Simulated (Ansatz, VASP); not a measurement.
CuAu: VASP beside Ansatz

The input INCAR:

```
SYSTEM = CuAu
PREC = Accurate ; ENCUT = 520
EDIFF = 1E-6 ; ISMEAR = -1
SIGMA = 0.08 ; LREAL = .False.
LASPH = .True. ; NELM = 80
ALGO = Normal ; ISIF = 2
LWAVE = .False. ; LCHARG = .False.
GGA = PE ; NBANDS = 18
```

File KPOINTS:

```
Automatic mesh
0
Gamma
  12 12 9
  0 0 0
```

The input POSCAR:

```
CuAu
1.0
    2.7717152379      0.0000000000      0.0000000000
    0.0000000000      2.7717152379      0.0000000000
    0.0000000000      0.0000000000      3.6329267582
Cu Au
1 1
Direct
    0.5000000000      0.5000000000      0.5000000000
    0.0000000000      0.0000000000      0.0000000000
```

Input for Ansatz:

```yaml
crystal:
  lattice:
    - [2.7717152379, 0.0, 0.0]
    - [0.0, 2.7717152379, 0.0]
    - [0.0, 0.0, 3.6329267582]
  atoms:
    - { symbol: Cu, position: [0.5, 0.5, 0.5] }
    - { symbol: Au, position: [0.0, 0.0, 0.0] }
kpoints:
  mp_grid: { grid: [12, 12, 9] }
scf:
  occupations: { method: fermi_dirac, width: 0.08 }
hamiltonian:
  xc: pbe
  pseudopotentials: { kind: all_electron, lapw: { basis_error: 0.0005 } }
output:
  forces: true
  stress: true
  eigenvalues: true
```

Change from the starting cell: volume scaled by 0.97.

Alike in both runs: task single point; functional PBE; k mesh 12 × 12 × 9; occupations fermi-dirac, width 0.08 eV; no spin polarisation.

|  | VASP | Ansatz |
| --- | --- | --- |
| version | VASP 6.6.1 | Ansatz 0.2.0 |
| potentials or method | VASP PAW PBE potentials, release 64 (Cu, Au), cutoff 520 eV | all-electron LAPW, scalar-relativistic |

|  | VASP | Ansatz | Ansatz less VASP |
| --- | --- | --- | --- |
| pressure (GPa) | 12.4 | 12.5 | +0.16 |
| traceless stress, the component that is largest in VASP (GPa) | -1.02 | -1.06 | -0.041 |

Ansatz ran all-electron here, and VASP with PAW potentials.

Neither program's run includes spin-orbit coupling.
